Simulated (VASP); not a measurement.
# B64N65 (a cell with a defect) in VASP: single point with PBEsol

Aim: the single point of B64N65 (a cell with a defect) with PBEsol.

All numbers are computed with VASP 6.6.1; they aren't measurements. Logs are shortened: lines on timing, memory, paths and dates and some standing lists are left out, and cuts for length are marked.

### 1 The cell of the first run

The cell holds a defect, 129 atoms: a = 10.199 Å, b = 10.199 Å, c = 10.199 Å, α = 60.00°, β = 60.00°, γ = 60.00°.

### 2 Single point, PBEsol

File INCAR:

```
SYSTEM = B64N65
PREC = Accurate ; ENCUT = 520
EDIFF = 1E-6 ; ISMEAR = -1
SIGMA = 0.05 ; LREAL = Auto
LASPH = .TRUE. ; NELM = 60
ALGO = Normal ; ISIF = 2
LWAVE = .FALSE. ; LCHARG = .FALSE.
GGA = PS ; NBANDS = 328
NELECT = 516.0 ; ISYM = 0
```

File KPOINTS:

```
Automatic mesh
0
Gamma
  1 1 1
  0.25 0.25 0.25
```

File POSCAR:

```
B64N65
1.0
    0.0000000000      7.2115910000      7.2115910000
    7.2115910000      0.0000000000      7.2115910000
    7.2115910000      7.2115910000      0.0000000000
B N
64 65
Direct
    0.0002110000      0.9996010000      0.0000590000
    0.4988430000      0.0007840000      0.9989240000
    0.9986770000      0.5000430000      0.0017010000
    0.9974700000      0.0023720000      0.4998960000
    0.2482160000      0.2511700000      0.2502980000
    0.4993510000      0.4977000000      0.0041790000
[... 121 lines left out ...]
    0.5623770000      0.8116740000      0.8106030000
    0.6041360000      0.5203470000      0.6059130000
```

Potentials or basis: VASP PAW PBE potentials, release 64 (B, N).

Run with:

```bash
> cat potpaw_PBE.64/B/POTCAR potpaw_PBE.64/N/POTCAR > POTCAR
> mpirun -np 1 vasp_std > vasp.out
```

OUTCAR:

```text
SYSTEM = B64N65
   PREC = Accurate
   ENCUT = 520
   EDIFF = 1E-6
   ISMEAR = -1
   LREAL = Auto
   LASPH = .TRUE.
   NELM = 60
   ISIF = 2
   GGA = PS
   NELECT = 516.0
   ISYM = 0

 ion  position               nearest neighbor table
   1  0.000  1.000  0.000- 101 1.56  87 1.56  65 1.56 114 1.56
   2  0.499  0.001  0.999- 104 1.56  91 1.56 113 1.56  66 1.57
   3  0.999  0.500  0.002-  97 1.56  67 1.56  93 1.56 119 1.56
   4  0.997  0.002  0.500-  81 1.56 109 1.56 120 1.56  68 1.56
   5  0.248  0.251  0.250-  98 1.55  82 1.55 115 1.56  69 1.56
   6  0.499  0.498  0.004-  70 1.55  99 1.55 116 1.55  95 1.56
[... 67 lines left out ...]
  74  0.310  0.814  0.311-  60 1.56  30 1.56  34 1.56  10 1.56
  75  0.311  0.312  0.813-  61 1.55  46 1.55  18 1.56  11 1.56
  76  0.520  0.605  0.519- 129 1.23  12 1.47  47 1.47
  77  0.813  0.813  0.312-  32 1.55  13 1.56  36 1.56  57 1.56
  78  0.814  0.311  0.814-  48 1.56  14 1.56  20 1.56  58 1.56
  79  0.314  0.811  0.811-  64 1.55  15 1.55  22 1.57  41 1.57
  80  0.812  0.813  0.813-  26 1.56  63 1.56  44 1.56  16 1.56
  81  0.061  0.064  0.313-  51 1.56   4 1.56  34 1.56  17 1.56
  82  0.311  0.312  0.064-   5 1.55  52 1.55  35 1.56  18 1.56
[... 44 lines left out ...]
 127  0.065  0.811  0.812-  63 1.56  23 1.56  37 1.56  15 1.57
 128  0.562  0.812  0.811-  16 1.56  40 1.56  27 1.56  64 1.57
 129  0.604  0.520  0.606-  76 1.23  31 1.47  62 1.47

IMPORTANT INFORMATION: All symmetrisations will be switched off!
NOSYMM: (Re-)initialisation of all symmetry stuff for point group C_1.

----------------------------------------------------------------------------------------

                                     Primitive cell

  volume of cell :     750.1071

  direct lattice vectors                    reciprocal lattice vectors
     0.000000000  7.211591000  7.211591000    -0.069332828  0.069332828  0.069332828
     7.211591000  0.000000000  7.211591000     0.069332828 -0.069332828  0.069332828
     7.211591000  7.211591000  0.000000000     0.069332828  0.069332828 -0.069332828

  length of vectors
    10.198729798 10.198729798 10.198729798     0.120087981  0.120087981  0.120087981

  position of ions in fractional coordinates (direct lattice)
     0.000211000  0.999601000  0.000059000
     0.498843000  0.000784000  0.998924000
     0.998677000  0.500043000  0.001701000
     0.997470000  0.002372000  0.499896000
     0.248216000  0.251170000  0.250298000
     0.499351000  0.497700000  0.004179000
[... 121 lines left out ...]
     0.562377000  0.811674000  0.810603000
     0.604136000  0.520347000  0.605913000

  ion indices of the primitive-cell ions
   primitive index   ion index
                 1           1
                 2           2
                 3           3
                 4           4
                 5           5
                 6           6
[... 121 lines left out ...]
               128         128
               129         129

----------------------------------------------------------------------------------------

 KPOINTS: Automatic mesh

Automatic generation of k-mesh.
   k-points           NKPTS =      4   k-points in BZ     NKDIM =      4   number of bands    NBANDS=    328
   number of dos      NEDOS =    301   number of ions     NIONS =    129
   total plane-waves  NPLWV = 512000
   dimension x,y,z NGX =    80 NGY =   80 NGZ =   80
   dimension x,y,z NGXF=   160 NGYF=  160 NGZF=  160
   ions per type =              64  65
   NGX,Y,Z   is equivalent  to a cutoff of  13.04, 13.04, 13.04 a.u.
   NGXF,Y,Z  is equivalent  to a cutoff of  26.08, 26.08, 26.08 a.u.
 SYSTEM =  B64N65
   PREC   = accura    normal or accurate (medium, high low for compatibility)
   ISTART =      0    job   : 0-new  1-cont  2-samecut
   ICHARG =      2    charge: 1-file 2-atom 10-const
   ISPIN  =      1    spin polarized calculation?
   LNONCOLLINEAR =      F non collinear calculations
   LSORBIT =      F    spin-orbit coupling
   LASPH  =      T    aspherical Exc in radial PAW
   ENCUT  =  520.0 eV  38.22 Ry    6.18 a.u.  18.96 18.96 18.96*2*pi/ulx,y,z
   NELM   =     60;   NELMIN=  2; NELMDL= -5     # of ELM steps
   EDIFF  = 0.1E-05   stopping-criterion for ELM
   LREAL  =      T    real-space projection
   EDIFFG = 0.1E-04   stopping-criterion for IOM
   NSW    =      0    number of steps for IOM
   IBRION =     -1    ionic relax: 0-MD 1-quasi-New 2-CG
   NFREE  =      0    steps in history (QN), initial steepest desc. (CG)
   ISIF   =      2    stress and relaxation
   ISYM   =      0    0-nonsym 1-usesym 2-fastsym
   POTIM  = 0.5000    time-step for ionic-motion
   TEBEG  =    0.0;   TEEND  =   0.0 temperature during run
   PSTRESS=    0.0 pullay stress
   NELECT =     516.0000    total number of electrons
   NUPDOWN=      -1.0000    fix difference up-down
   EMIN   =  10.00;   EMAX   =-10.00  energy-range for DOS
   EFERMI =   0.00;   METHOD = LEGACY
   ISMEAR =    -1;   SIGMA  =   0.05  broadening in eV -4-tet -1-fermi 0-gaus
   EFERMI_NEDOS =   21; number of points for ismear=-14 and -15
   IALGO  =     38    algorithm
   IMIX   =      4    mixing-type and parameters
     AMIX     =   0.40;   BMIX     =  1.00
     AMIX_MAG =   1.60;   BMIX_MAG =  1.00
  volume/ion in A,a.u.               =       5.81        39.24
  Fermi-wavevector in a.u.,A,eV,Ry     =   1.445163  2.730963 28.415733  2.088497
  Thomas-Fermi vector in A             =   2.563376
   LORBIT       =      0    0 simple, 1 ext, 2 COOP (PROOUT), +10 PAW based schemes
   GGA     = PS    functional components
   LHFCALC =     F    Hartree Fock is set to
   AEXX    =    0.0000 exact exchange contribution
   IVDW    =     0    specifies the selected vdW correction
   LEPSILON=     F    determine dielectric tensor
   LRPA    =     F    only Hartree local field effects (RPA)
 non-spin polarized calculation
  energy-cutoff  :      520.00
  volume of cell :      750.11
 maximum number of plane-waves:     20167
 NGX is ok and might be reduce to    80
   NGX = 37   NGY = 37   NGZ = 37

 number of electron     515.9999960 magnetization

 Free energy of the ion-electron system (eV)
  ---------------------------------------------------
  ext. energy  EPLUGINS =         0.00000000
  ---------------------------------------------------
  free energy    TOTEN  =     -1180.20137642 eV

  energy without entropy =    -1180.20080452  energy(sigma->0) =    -1180.20109047

 E-fermi :   8.0053     XC(G=0): -13.0800

 val. band max:        7.6013267054   @ k =   0.2500   0.0000   0.0000
 cond. band min:       8.4046421097   @ k =   0.0000   0.2500   0.0000
 fundamental gap:      0.8033154042
 Fermi energy:         8.0052960608

 k-point     1 :       0.2500    0.2500    0.2500
  band No.  band energies     occupation
      1     -15.3917      2.00000
      2     -12.6210      2.00000
      3     -11.9391      2.00000
      4     -11.5664      2.00000
      5     -11.5084      2.00000
      6     -11.3354      2.00000
[... 262 lines left out ...]
    269      14.3268      0.00000
    270      14.6375      0.00000

 k-point     2 :       0.2500    0.0000    0.0000
  band No.  band energies     occupation
      1     -15.3917      2.00000
      2     -12.6216      2.00000
      3     -11.9391      2.00000
      4     -11.5627      2.00000
      5     -11.5093      2.00000
      6     -11.3363      2.00000
[... 262 lines left out ...]
    269      14.3319      0.00000
    270      14.6357      0.00000

 k-point     3 :       0.0000    0.0000   -0.2500
  band No.  band energies     occupation
      1     -15.3917      2.00000
      2     -12.6210      2.00000
      3     -11.9394      2.00000
      4     -11.5658      2.00000
      5     -11.5085      2.00000
      6     -11.3350      2.00000
[... 262 lines left out ...]
    269      14.3282      0.00000
    270      14.6384      0.00000

 k-point     4 :       0.0000    0.2500    0.0000
  band No.  band energies     occupation
      1     -15.3917      2.00000
      2     -12.6217      2.00000
      3     -11.9391      2.00000
      4     -11.5625      2.00000
      5     -11.5092      2.00000
      6     -11.3363      2.00000
[... 262 lines left out ...]
    269      14.3290      0.00000
    270      14.6381      0.00000
 [bands above 270 left out]

------------------------ aborting loop because EDIFF is reached ----------------------------------------

  FORCE on cell =-STRESS in cart. coord.  units (eV):
  Direction    XX          YY          ZZ          XY          YZ          ZX
  --------------------------------------------------------------------------------------
  -------------------------------------------------------------------------------------
  Total       -2.5402893     31.9785197     20.7033046     -0.4723196     -0.2274281     -0.1891284
  in kB       -5.4258839     68.3039279     44.2208407     -1.0088424     -0.4857709     -0.4039653
  external PRESSURE =      35.6996282 kB  Pullay stress =       0.0000000 kB

 VOLUME and BASIS-vectors are now :
 -----------------------------------------------------------------------------
  energy-cutoff  :      520.00
  volume of cell :      750.11
      direct lattice vectors                 reciprocal lattice vectors
     0.000000000  7.211591000  7.211591000    -0.069332828  0.069332828  0.069332828
     7.211591000  0.000000000  7.211591000     0.069332828 -0.069332828  0.069332828
     7.211591000  7.211591000  0.000000000     0.069332828  0.069332828 -0.069332828

 POSITION                                       TOTAL-FORCE (eV/Angst)
 -----------------------------------------------------------------------------------
      7.20914      0.00195      7.21024         0.029132      0.032670      0.021925
      7.20949     10.80128      3.60311         0.015678      0.039413      0.021663
      3.61837      7.21432     10.80816         0.033674      0.013124      0.020818
      3.62215     10.79839      7.21045        -0.002901     -0.002996      0.000076
      3.61638      3.59508      3.60137         0.029762      0.028675      0.047839
      3.61935      3.63125      7.19032         0.042077      0.035542      0.166598
[... 121 lines left out ...]
     11.69920      9.90137      9.90909        -0.024363     -0.044259     -0.014257
      8.12213      8.72638      8.10931        -0.098972      0.309708      0.050734
 -----------------------------------------------------------------------------------
    total drift:                                0.005357     -0.005333     -0.005736

  FREE ENERGIE OF THE ION-ELECTRON SYSTEM (eV)
  ---------------------------------------------------
  free  energy   TOTEN  =     -1180.2013764229 eV

  energy  without entropy=    -1180.2008045243  energy(sigma->0) =    -1180.20109047
```

It took 1.7 h on 1 thread of Oxide Virtual Turin-like, shared host; peak memory 1.3 GiB.

What came out:

```yaml
Free_energy: -1180.2014 eV
Largest_force: 0.332 eV/Å
```

Levels at points of the mesh, in eV from the Fermi level:
```
           k point  band 254  band 255  band 256  band 257  band 258  band 259  band 260  band 261  band 262  band 263
(0.25, 0.25, 0.25)     -1.21     -0.99     -0.62     -0.57     -0.41      0.41      3.92      4.24      4.36      5.61
```

Caveat: the cell carries a net charge on a neutralising background, which shifts energy and pressure; the cell is charged against a uniform background, so pressure and absolute levels hang on convention; the standard files for N, O and F lose accuracy on very short bonds; the PAW data sets were made with another functional, which shifts forces and pressure a little.
